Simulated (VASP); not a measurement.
Crystal: Ca3SiSe.

```
Ca Si Se
1.0
     5.76225    0.00000    0.00000
    -2.88113    4.99026    0.00000
     0.00000    0.00000    8.06596
Ca Si Se
6 2 2
Direct
  0.50000 0.00000 0.00000
  0.00000 0.50000 0.00000
  0.50000 0.50000 0.00000
  0.50000 0.00000 0.50000
  0.00000 0.50000 0.50000
  0.50000 0.50000 0.50000
  0.00000 0.00000 0.77264
  0.00000 0.00000 0.22736
  0.00000 0.00000 0.50000
  0.00000 0.00000 0.00000
```

- Program: VASP 6.6.1
- Task: relaxation of cell and atoms
- Functional: PBE
- Potentials or basis: VASP PAW PBE potentials, release 64 (Ca_sv, Si, Se)
- Cutoff: 600 eV
- k mesh: 3 × 3 × 2
- Occupations: gaussian, width 0.1 eV
- Spin: no spin polarisation

At the start: pressure 26.6 GPa; volume 23.19 Å³/atom.

Question: How do energy, volume and symmetry change on relaxing?

Answer: Over 19 steps the energy falls by 931.7 meV/atom and the volume is 37.29 Å³/atom (+60.8 %); space group P6/mmm (No. 191, to 0.05 Å).

The path:
| step | energy change (eV) | largest force (eV/Å) | pressure (GPa) | volume (Å³) |
| --- | --- | --- | --- | --- |
| 1 | 0.0000 | 11.9806 | 26.59 | 231.94 |
| 2 | -7.6948 | 2.2850 | 2.79 | 382.10 |
| 3 | -7.6982 | 2.2820 | 2.67 | 385.69 |
| 4 | -8.2690 | 0.3922 | 0.05 | 424.71 |
| 5 | -8.2776 | 0.2078 | -0.25 | 431.23 |
| 6 | -8.3921 | 0.4092 | -0.42 | 431.89 |
| 7 | -8.4545 | 0.6945 | -0.58 | 432.29 |
| 8 | -8.5679 | 0.6885 | -0.48 | 420.20 |
| 9 | -9.0816 | 1.0955 | -0.51 | 384.90 |
| 10 | -6.3038 | 7.6259 | 7.69 | 318.47 |
| 11 | -9.1116 | 1.3809 | -0.06 | 377.17 |
| 12 | -9.0666 | 0.6044 | 2.05 | 347.28 |
| 13 | -9.2437 | 0.9285 | 0.58 | 364.95 |
| 14 | -9.2522 | 0.6069 | 0.92 | 360.02 |
| 15 | -9.2166 | 0.8966 | 1.01 | 359.91 |
| 16 | -9.2721 | 0.0515 | 0.91 | 359.98 |
| 17 | -9.3133 | 0.0237 | 0.21 | 369.59 |
| 18 | -9.3138 | 0.0206 | 0.13 | 370.90 |
| 19 | -9.3166 | 0.0075 | 0.04 | 372.88 |

Final structure:
```xyz
10
Lattice="6.7159 0.0000 0.0000 -3.3579 5.8161 0.0000 0.0000 0.0000 9.5462" Properties=species:S:1:pos:R:3 pbc="T T T"
Ca    3.3579    0.0000    0.0000
Ca   -1.6790    2.9081    0.0000
Ca    1.6790    2.9081    0.0000
Ca    3.3579    0.0000    4.7731
Ca   -1.6790    2.9081    4.7731
Ca    1.6790    2.9081    4.7731
Si    0.0000    0.0000    7.1591
Si    0.0000    0.0000    2.3871
Se    0.0000    0.0000    4.7731
Se    0.0000    0.0000    0.0000
```

Caveat: the k points lie up to 0.36 Å⁻¹ apart in the final cell; the volume moved by over 15 % at a fixed basis, so the end points are rough.
